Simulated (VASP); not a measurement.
# Cs (I4/mmm) in VASP: a series of runs

The runs below take Cs through single point, with PBE.

All numbers are computed with VASP 6.6.1; they aren't measurements. Logs are shortened: lines on timing, memory, paths and dates and some standing lists are left out, and cuts for length are marked.

**1. The cell of the first run**

It takes space group I4/mmm (No. 139, tetragonal). The conventional cell has a = 5.281 Å, b = 5.281 Å, c = 7.921 Å, α = 90.00°, β = 90.00°, γ = 90.00°.

**2. Single point, PBE**

Contents of INCAR:

```
SYSTEM = Cs
PREC     = Accurate       ! precision mode
ENCUT    = 520            ! plane-wave cutoff, eV
EDIFF    = 1E-6           ! SCF threshold, eV
ISMEAR   = 0              ! smearing method
SIGMA    = 0.15           ! smearing width, eV
LREAL    = .False.        ! projectors in reciprocal space
LASPH    = .True.         ! aspherical terms in the spheres
NELM     = 100            ! most SCF steps
ALGO     = Fast           ! electronic algorithm
ISIF     = 2              ! what is computed and relaxed
LWAVE    = .False.        ! write WAVECAR
LCHARG   = .False.        ! write CHGCAR
GGA      = PE             ! functional
NBANDS   = 10             ! bands
```

Contents of KPOINTS:

```
Automatic mesh
0
Gamma
  12 12 12
  0 0 0
```

Contents of POSCAR:

```
Cs
1.0
   -2.6403969547      2.6403969547      3.9605954320
    2.6403969547     -2.6403969547      3.9605954320
    2.6403969547      2.6403969547     -3.9605954320
Cs
1
Direct
    0.0000000000      0.0000000000      0.0000000000
```

Potentials or basis: VASP PAW PBE potentials, release 64 (Cs_sv).

Command:

```console
> cat potpaw_PBE.64/Cs_sv/POTCAR > POTCAR
> mpirun -np 1 vasp_std > vasp.out
```

OUTCAR:

```text
SYSTEM = Cs
   PREC = Accurate
   ENCUT = 520
   EDIFF = 1E-6
   ISMEAR = 0
   LREAL = .False.
   LASPH = .True.
   NELM = 100
   ISIF = 2
   GGA = PE

 ion  position               nearest neighbor table
   1  0.000  0.000  0.000-

  LATTYP: Found a body centered tetragonal cell.
 ALAT       =     5.2807939094
 C/A-ratio  =     1.5000000000

  Lattice vectors:

 A1 = (  -2.6403969547,   2.6403969547,   3.9605954320)
 A2 = (   2.6403969547,  -2.6403969547,   3.9605954320)
 A3 = (   2.6403969547,   2.6403969547,  -3.9605954320)

Analysis of symmetry for initial positions (statically):
=====================================================================
 Subroutine PRICEL returns:
 Original cell was already a primitive cell.

 Routine SETGRP: Setting up the symmetry group for a
 body centered tetragonal supercell.

 Subroutine GETGRP returns: Found 16 space group operations
 (whereof 16 operations were pure point group operations)
 out of a pool of 16 trial point group operations.

The static configuration has the point symmetry D_4h.

Analysis of symmetry for dynamics (positions and initial velocities):
=====================================================================
 Subroutine PRICEL returns:
 Original cell was already a primitive cell.

 Routine SETGRP: Setting up the symmetry group for a
 body centered tetragonal supercell.

 Subroutine GETGRP returns: Found 16 space group operations
 (whereof 16 operations were pure point group operations)
 out of a pool of 16 trial point group operations.

The dynamic configuration has the point symmetry D_4h.

 Subroutine INISYM returns: Found 16 space group operations
 (whereof 16 operations are pure point group operations),
 and found     1 'primitive' translations

----------------------------------------------------------------------------------------

                                     Primitive cell

  volume of cell :     110.4483

  direct lattice vectors                    reciprocal lattice vectors
    -2.640396955  2.640396955  3.960595432     0.000000000  0.189365466  0.126243644
     2.640396955 -2.640396955  3.960595432     0.189365466  0.000000000  0.126243644
     2.640396955  2.640396955 -3.960595432     0.189365466  0.189365466  0.000000000

  length of vectors
     5.443317769  5.443317769  5.443317769     0.227588966  0.227588966  0.267803210

  position of ions in fractional coordinates (direct lattice)
     0.000000000  0.000000000  0.000000000

  ion indices of the primitive-cell ions
   primitive index   ion index
                 1           1

[... 78 lines left out ...]
   ISYM   =      2    0-nonsym 1-usesym 2-fastsym
   POTIM  = 0.5000    time-step for ionic-motion
   TEBEG  =    0.0;   TEEND  =   0.0 temperature during run
   PSTRESS=    0.0 pullay stress
   NELECT =       9.0000    total number of electrons
   NUPDOWN=      -1.0000    fix difference up-down
   EMIN   =  10.00;   EMAX   =-10.00  energy-range for DOS
   EFERMI =   0.00;   METHOD = LEGACY
   ISMEAR =     0;   SIGMA  =   0.15  broadening in eV -4-tet -1-fermi 0-gaus
   EFERMI_NEDOS =   21; number of points for ismear=-14 and -15
   IALGO  =     68    algorithm
   IMIX   =      4    mixing-type and parameters
     AMIX     =   0.40;   BMIX     =  1.00
     AMIX_MAG =   1.60;   BMIX_MAG =  1.00
  volume/ion in A,a.u.               =     110.45       745.34
  Fermi-wavevector in a.u.,A,eV,Ry     =   0.709746  1.341225  6.853782  0.503739
  Thomas-Fermi vector in A             =   1.796409
   LORBIT       =      0    0 simple, 1 ext, 2 COOP (PROOUT), +10 PAW based schemes
   GGA     = PE    functional components
   LHFCALC =     F    Hartree Fock is set to
   AEXX    =    0.0000 exact exchange contribution
   IVDW    =     0    specifies the selected vdW correction
   LEPSILON=     F    determine dielectric tensor
   LRPA    =     F    only Hartree local field effects (RPA)
 non-spin polarized calculation
 RMM-DIIS sequential band-by-band and
 Gauss-broadening in eV      SIGMA  =   0.15
  energy-cutoff  :      520.00
  volume of cell :      110.45
 maximum number of plane-waves:      3002
   NGX = 21   NGY = 21   NGZ = 21

 number of electron       9.0000000 magnetization

 Free energy of the ion-electron system (eV)
  ---------------------------------------------------
  ext. energy  EPLUGINS =         0.00000000
  ---------------------------------------------------
  free energy    TOTEN  =        -0.85510763 eV

  energy without entropy =       -0.84068118  energy(sigma->0) =       -0.84789440

 E-fermi :   0.5550     XC(G=0):  -5.5086

 val. band max:        0.5473171852   @ k =  -0.0833   0.5000   0.0833
 cond. band min:       0.5571913337   @ k =  -0.3333  -0.4167   0.2500
 fundamental gap:      0.0098741485
 Fermi energy:         0.5549654007

 k-point     1 :       0.0000    0.0000    0.0000
  band No.  band energies     occupation
      1     -23.2738      2.00000
      2     -10.0140      2.00000
      3     -10.0110      2.00000
      4     -10.0110      2.00000
      5      -1.1626      2.00000
      6       2.9020      0.00000
      7       3.1038      0.00000
      8       3.1038      0.00000
      9       3.9341      0.00000
     10       4.3424      0.00000
[... 287 lines left out ...]
 k-point    24 :      -0.4167    0.1667    0.0000
  band No.  band energies     occupation
      1     -23.2665      2.00000
      2     -10.1393      2.00000
      3     -10.0469      2.00000
      4     -10.0446      2.00000
      5       0.2850      1.98907
      6       1.6990      0.00000
      7       2.5525      0.00000
      8       3.1466      0.00000
      9       4.1331      0.00000
     10       4.9018      0.00000

 [... further k-points ...]

------------------------ aborting loop because EDIFF is reached ----------------------------------------

  FORCE on cell =-STRESS in cart. coord.  units (eV):
  Direction    XX          YY          ZZ          XY          YZ          ZX
  --------------------------------------------------------------------------------------
  -------------------------------------------------------------------------------------
  Total        0.0892796      0.0892796      0.0616317      0.0000000     -0.0000000     -0.0000000
  in kB        1.2951018      1.2951018      0.8940370      0.0000000     -0.0000000     -0.0000000
  external PRESSURE =       1.1614135 kB  Pullay stress =       0.0000000 kB

 VOLUME and BASIS-vectors are now :
 -----------------------------------------------------------------------------
  energy-cutoff  :      520.00
  volume of cell :      110.45
      direct lattice vectors                 reciprocal lattice vectors
    -2.640396955  2.640396955  3.960595432     0.000000000  0.189365466  0.126243644
     2.640396955 -2.640396955  3.960595432     0.189365466  0.000000000  0.126243644
     2.640396955  2.640396955 -3.960595432     0.189365466  0.189365466  0.000000000

 POSITION                                       TOTAL-FORCE (eV/Angst)
 -----------------------------------------------------------------------------------
      0.00000      0.00000      0.00000         0.000000      0.000000     -0.000000
 -----------------------------------------------------------------------------------
    total drift:                                0.000000      0.000000     -0.000000

  FREE ENERGIE OF THE ION-ELECTRON SYSTEM (eV)
  ---------------------------------------------------
  free  energy   TOTEN  =        -0.8551076262 eV

  energy  without entropy=       -0.8406811753  energy(sigma->0) =       -0.84789440
```

OSZICAR:

```text
N       E                     dE             d eps       ncg     rms          rms(c)
DAV:   1     0.526743785776E+02    0.52674E+02   -0.29323E+03  3260   0.626E+02
DAV:   2     0.428898800380E+01   -0.48385E+02   -0.47209E+02  4282   0.109E+02
DAV:   3    -0.781917122079E+00   -0.50709E+01   -0.50645E+01  3796   0.407E+01
DAV:   4    -0.853841055542E+00   -0.71924E-01   -0.71911E-01  4254   0.570E+00
DAV:   5    -0.854167671426E+00   -0.32662E-03   -0.32661E-03  4416   0.356E-01    0.129E-01
RMM:   6    -0.854326390797E+00   -0.15872E-03   -0.10958E-03  3522   0.169E-01    0.872E-02
RMM:   7    -0.855038237307E+00   -0.71185E-03   -0.37228E-03  3620   0.305E-01    0.377E-02
RMM:   8    -0.855105608423E+00   -0.67371E-04   -0.17835E-04  4184   0.852E-02    0.613E-03
RMM:   9    -0.855107380591E+00   -0.17722E-05   -0.36482E-05  4721   0.309E-02    0.254E-03
RMM:  10    -0.855107626164E+00   -0.24557E-06   -0.68825E-06  4647   0.134E-02
   1 F= -.85510763E+00 E0= -.84789440E+00  d E =-.144265E-01
```

stdout:

```text
POSCAR found type information on POSCAR Cs
 POSCAR found :  1 types and       1 ions
 scaLAPACK will be used
 LDA part: xc-table for (Slater+PW92), standard interpolation
 POSCAR, INCAR and KPOINTS ok, starting setup
 FFT: planning ... GRIDC
 FFT: planning ... GRID_SOFT
 FFT: planning ... GRID
 WAVECAR not read
 entering main loop
```

It took 75 s on 1 thread of AMD EPYC 9R45 (Zen 5), shared host; peak memory 0.32 GiB.

Results:

- Free energy: -0.8551 eV
- Pressure: 0.1 GPa

Caveat: spin-orbit coupling is left out, which moves the levels of the heavy elements.

**3. Single point, PBE**

This run uses another cell than the first one, of the same volume but with other edges.

Contents of INCAR:

```
  PREC = Accurate
  ENCUT = 520
  EDIFF = 1E-7
  ISMEAR = 0
  SIGMA = 0.15
  LREAL = F
  LASPH = T
  NELM = 60
  ALGO = Fast
  ISIF = 2
  LWAVE = F
  LCHARG = F
  GGA = PE
  NBANDS = 10
```

Contents of KPOINTS:

```
regular mesh
0
Gamma
  12 12 12
```

Contents of POSCAR:

```
Cs
1.0
   -3.0639092553      3.0639092553      2.9413528851
    3.0639092553     -3.0639092553      2.9413528851
    3.0639092553      3.0639092553     -2.9413528851
Cs
1
Direct
    0.0000000000      0.0000000000      0.0000000000
```

Potentials or basis: VASP PAW PBE potentials, release 64 (Cs_sv).

Command:

```console
> cat potpaw_PBE.64/Cs_sv/POTCAR > POTCAR
> mpirun -np 1 vasp_std > vasp.out
```

Wall time 1.7 min (1 thread of AMD EPYC 9R45 (Zen 5), shared host); peak memory 0.32 GiB.

Results (log left out):

```
Free energy : -0.8547 eV
Pressure    : 0.1 GPa
```

Levels at points of the mesh, in eV from the Fermi level:
| k point | band 3 | band 4 | band 5 | band 6 | band 7 | band 8 |
| --- | --- | --- | --- | --- | --- | --- |
| (0.00, 0.00, 0.00) | -10.57 | -10.57 | -1.72 | 2.40 | 2.58 | 2.58 |
| (0.50, 0.00, 0.00) | -10.63 | -10.57 | 0.03 | 0.95 | 1.58 | 3.30 |
| (0.50, 0.50, 0.00) | -10.62 | -10.57 | -0.01 | 0.86 | 1.77 | 3.13 |
| (0.50, 0.50, 0.50) | -10.69 | -10.67 | 0.58 | 0.65 | 3.01 | 3.01 |

Caveat: spin-orbit coupling is left out, which moves the levels of the heavy elements.

**4. Single point, PBE**

This run uses another cell than the first one, of the same volume but with other edges.

Contents of INCAR:

```
PREC = Accurate
ENCUT = 520
EDIFF = 1E-6
ISMEAR = 0
SIGMA = 0.15
LREAL = F
LASPH = T
NELM = 60
ALGO = Fast
ISIF = 2
LWAVE = F
LCHARG = F
GGA = PE
NBANDS = 10
```

KPOINTS is that of step 3.

Contents of POSCAR:

```
Cs
1.0
   -2.9737414737      2.9737414737      3.1224285474
    2.9737414737     -2.9737414737      3.1224285474
    2.9737414737      2.9737414737     -3.1224285474
Cs
1
Direct
    0.0000000000      0.0000000000      0.0000000000
```

Potentials or basis: VASP PAW PBE potentials, release 64 (Cs_sv).

Command:

```console
> cat potpaw_PBE.64/Cs_sv/POTCAR > POTCAR
> mpirun -np 1 vasp_std > vasp.out
```

OUTCAR:

```text
PREC = Accurate
   ENCUT = 520
   EDIFF = 1E-6
   ISMEAR = 0
   LREAL = F
   LASPH = T
   NELM = 60
   ISIF = 2
   GGA = PE

 ion  position               nearest neighbor table
   1  0.000  0.000  0.000-

  LATTYP: Found a body centered tetragonal cell.
 ALAT       =     5.9474829474
 C/A-ratio  =     1.0500000000

  Lattice vectors:

 A1 = (  -2.9737414737,   2.9737414737,   3.1224285474)
 A2 = (   2.9737414737,  -2.9737414737,   3.1224285474)
 A3 = (   2.9737414737,   2.9737414737,  -3.1224285474)

Analysis of symmetry for initial positions (statically):
=====================================================================
 Subroutine PRICEL returns:
 Original cell was already a primitive cell.

 Routine SETGRP: Setting up the symmetry group for a
 body centered tetragonal supercell.

 Subroutine GETGRP returns: Found 16 space group operations
 (whereof 16 operations were pure point group operations)
 out of a pool of 16 trial point group operations.

The static configuration has the point symmetry D_4h.

Analysis of symmetry for dynamics (positions and initial velocities):
[... 163 lines left out ...]
 Fermi energy:         0.5570845617

 k-point     1 :       0.0000    0.0000    0.0000
  band No.  band energies     occupation
      1     -23.2783      2.00000
      2     -10.0150      2.00000
      3     -10.0150      2.00000
      4     -10.0148      2.00000
      5      -1.1622      2.00000
      6       3.0136      0.00000
      7       3.0136      0.00000
      8       3.2155      0.00000
      9       3.8125      0.00000
     10       4.1034      0.00000
[... 287 lines left out ...]
 k-point    24 :      -0.4167    0.1667    0.0000
  band No.  band energies     occupation
      1     -23.2715      2.00000
      2     -10.1360      2.00000
      3     -10.0602      2.00000
      4     -10.0275      2.00000
      5       0.1566      1.99984
      6       1.8496      0.00000
      7       2.2385      0.00000
      8       3.6597      0.00000
      9       4.3169      0.00000
     10       4.4279      0.00000

 [... further k-points ...]

------------------------ aborting loop because EDIFF is reached ----------------------------------------

  FORCE on cell =-STRESS in cart. coord.  units (eV):
  Direction    XX          YY          ZZ          XY          YZ          ZX
  --------------------------------------------------------------------------------------
  -------------------------------------------------------------------------------------
  Total        0.0778400      0.0778400      0.0727966      0.0000000      0.0000000      0.0000000
  in kB        1.1291572      1.1291572      1.0559967      0.0000000      0.0000000      0.0000000
  external PRESSURE =       1.1047704 kB  Pullay stress =       0.0000000 kB

 VOLUME and BASIS-vectors are now :
 -----------------------------------------------------------------------------
  energy-cutoff  :      520.00
  volume of cell :      110.45
      direct lattice vectors                 reciprocal lattice vectors
    -2.973741474  2.973741474  3.122428547     0.000000000  0.168138355  0.160131767
     2.973741474 -2.973741474  3.122428547     0.168138355  0.000000000  0.160131767
     2.973741474  2.973741474 -3.122428547     0.168138355  0.168138355  0.000000000

 POSITION                                       TOTAL-FORCE (eV/Angst)
 -----------------------------------------------------------------------------------
      0.00000      0.00000      0.00000         0.000000      0.000000      0.000000
 -----------------------------------------------------------------------------------
    total drift:                               -0.000000     -0.000000     -0.000000

  FREE ENERGIE OF THE ION-ELECTRON SYSTEM (eV)
  ---------------------------------------------------
  free  energy   TOTEN  =        -0.8547018643 eV

  energy  without entropy=       -0.8385900040  energy(sigma->0) =       -0.84664593
```

stdout:

```text
POSCAR found type information on POSCAR Cs
 POSCAR found :  1 types and       1 ions
 scaLAPACK will be used
 LDA part: xc-table for (Slater+PW92), standard interpolation
 POSCAR, INCAR and KPOINTS ok, starting setup
 FFT: planning ... GRIDC
 FFT: planning ... GRID_SOFT
 FFT: planning ... GRID
 WAVECAR not read
 entering main loop
```

It took 67 s on 1 thread of AMD EPYC 9R45 (Zen 5), shared host; peak memory 0.32 GiB.

What came out:

- Free energy: -0.8547 eV
- Pressure: 0.1 GPa

Caveat: spin-orbit coupling is left out, which moves the levels of the heavy elements.

**5. The runs side by side**

```csv
cell,further INCAR settings,gap on the mesh (eV),pressure (GPa)
"a = 5.443 Å, angles 122.0, 122.0, 86.6°, 1 atom",ALGO = Fast; EDIFF = 1e-06; NBANDS = 10,none,0.1
"a = 5.237 Å, angles 108.4, 108.4, 111.7°, 1 atom",ALGO = Fast; EDIFF = 1e-07; NBANDS = 10,none,0.1
"a = 5.238 Å, angles 110.8, 110.8, 106.8°, 1 atom",ALGO = Fast; EDIFF = 1e-06; NBANDS = 10,none,0.1
```

Alike in all rows: task single point; level PBE; potentials or basis VASP PAW PBE potentials, release 64 (Cs_sv); no spin polarisation; k mesh 12 × 12 × 12; cutoff (eV) 520; smearing gaussian 0.15 eV.

Caveats: spin-orbit coupling is left out, which moves the levels of the heavy elements.

Total energies depend on the potentials used, so only differences within one code and one set of settings carry meaning.
